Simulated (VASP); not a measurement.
Crystal: Be4ZnTe.

```xyz
6
Lattice="3.9700 0.0000 0.0000 -1.9850 3.4381 0.0000 0.0000 0.0000 5.6000" Properties=species:S:1:pos:R:3 pbc="T T T"
Be    3.3084    1.1457    3.3600
Be    0.0000    2.2921    4.8160
Be    1.3236    2.2923    3.3600
Be    1.3230    0.0001    3.3600
Zn    1.9850    1.1460    1.4000
Te    0.0000    0.0000    0.0000
```

| Item | Value |
| --- | --- |
| Program | VASP 6.6.1 |
| Task | relaxation of cell and atoms |
| Functional | PBE |
| Potentials or basis | VASP PAW PBE potentials, release 64 (Be, Zn, Te) |
| Cutoff | 600 eV |
| k mesh | 5 × 5 × 3 |
| Occupations | gaussian, width 0.2 eV |
| Spin | no spin polarisation |

At the start: pressure 12.6 GPa; volume 12.74 Å³/atom.

**Question.** Where does the relaxation end?

**Answer.** Over 12 steps the energy falls by 349.9 meV/atom and the volume is 14.67 Å³/atom (+15.1 %); space group P3 (No. 143, to 0.1 Å) before and after.

The path:
| step | energy change (eV) | largest force (eV/Å) | pressure (GPa) | volume (Å³) |
| --- | --- | --- | --- | --- |
| 1 | 0.0000 | 1.2670 | 12.64 | 76.44 |
| 2 | -1.0824 | 0.8441 | -0.43 | 87.94 |
| 3 | -1.2327 | 0.6910 | -4.59 | 94.16 |
| 4 | -1.8204 | 0.9386 | -2.91 | 92.31 |
| 5 | -1.9274 | 1.0114 | -1.27 | 91.07 |
| 6 | -1.9320 | 1.0196 | -0.83 | 90.75 |
| 7 | -2.0402 | 0.6836 | -0.34 | 89.35 |
| 8 | -2.0812 | 0.2651 | 0.49 | 87.86 |
| 9 | -2.0962 | 0.1237 | -0.22 | 88.47 |
| 10 | -2.0964 | 0.1291 | -0.30 | 88.57 |
| 11 | -2.0992 | 0.0808 | 0.13 | 88.09 |
| 12 | -2.0993 | 0.0706 | 0.22 | 87.99 |

Final structure:
```xyz
6
Lattice="3.7813 0.0000 0.0000 -1.8907 3.2747 0.0000 0.0000 0.0000 7.1060" Properties=species:S:1:pos:R:3 pbc="T T T"
Be   -0.6229    1.0882    4.1460
Be    0.0000    2.1832    6.0406
Be    1.2597    2.1912    4.1460
Be   -0.6368    3.2701    4.1460
Zn    1.8907    1.0916    2.1090
Te    3.7813    0.0000    0.0910
```

Caveat: the k points lie up to 0.38 Å⁻¹ apart in the final cell, too coarse for converged energies and pressures of a metal; the volume moved by over 15 % at a fixed basis, so the end points are rough; the relaxation stopped at a loose force limit of 0.08 eV/Å, so its end isn't a converged minimum.
